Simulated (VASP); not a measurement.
Input of a VASP 6.6.1 run:

Contents of INCAR:

```
SYSTEM = CoH3
ALGO = Normal ; EDIFF = 1E-6
ENCUT = 690 ; GGA = PE
GGA_COMPAT = .False. ; ISIF = 2
ISMEAR = 0 ; ISPIN = 2
LASPH = .True. ; LCHARG = .True.
LELF = .True. ; LMAXMIX = 4
LORBIT = 11 ; LREAL = .False.
LVHAR = .True. ; LWAVE = .False.
MAGMOM = 3 3 0 0 0 0 0 0 ; NBANDS = 34
NELM = 200 ; PREC = Accurate
SIGMA = 0.15
```

File KPOINTS:

```
k-points
0
Gamma
  4 4 3
  0 0 0
```

The input POSCAR:

```
CoH3
1.0
    4.2524873896      0.0000000000      0.0000000000
   -2.1262436948      3.6827621087      0.0000000000
    0.0000000000      0.0000000000      3.0753681753
Co H
2 6
Direct
    0.3333333333      0.6666666667      0.5000000000
    0.6666666667      0.3333333333      0.5000000000
    0.5000000000      0.0000000000      0.0000000000
    0.0000000000      0.5000000000      0.0000000000
    0.5000000000      0.5000000000      0.0000000000
    0.3333333333      0.6666666667      0.0000000000
    0.6666666667      0.3333333333      0.0000000000
    0.0000000000      0.0000000000      0.5000000000
```

Potentials or basis: VASP PAW PBE potentials, release 64 (Co_sv, H).

Launch:

```bash
$ cat potpaw_PBE.64/Co_sv/POTCAR potpaw_PBE.64/H/POTCAR > POTCAR
$ mpirun -np 1 vasp_std > vasp.out
```

(1) Predict the site moments.

(2) Estimate the pressure.

(3) Predict the net moment.

Results:

(1) Co +1.02; H -0.00 μB.

(2) -0.4 GPa.

(3) 2.00 μB per cell.

Caveat: the k points lie up to 0.68 Å⁻¹ apart.
